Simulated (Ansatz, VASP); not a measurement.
One calculation of GaN, two programs

```
CELL_PARAMETERS angstrom
0.00000 2.14083 2.25350
2.14083 0.00000 2.25350
2.14083 2.14083 0.00000
ATOMIC_POSITIONS crystal
Ga 0.00000 0.00000 0.00000
N 0.75000 0.75000 0.75000
```

Change from the starting cell: strain -0.050 along x and y, +0.000 along z, atoms carried along.

Alike in both runs: task single point; functional PBE; k mesh 10 × 10 × 10; occupations gaussian, width 0.05 eV; no spin polarisation.

|  | VASP | Ansatz |
| --- | --- | --- |
| version | VASP 6.6.1 | Ansatz 0.2.0 |
| potentials or method | VASP PAW PBE potentials, release 64 (Ga_d, N), cutoff 520 eV | scalar-relativistic, plane waves, PAW |
| valence electrons in the cell | 18 | 18 |

|  | VASP | Ansatz | Ansatz less VASP |
| --- | --- | --- | --- |
| gap on the k mesh at the Fermi level (eV) | 2.29 | 2.27 | -0.015 |
| least direct gap on the mesh (eV) | 2.29 | 2.27 | -0.015 |
| pressure (GPa) | 29.4 | 29.5 | +0.12 |
| traceless stress, the component that is largest in VASP (GPa) | -4.28 | -4.23 | +0.046 |

Both programs put the cell under a high pressure, so it lies far from rest at this level.
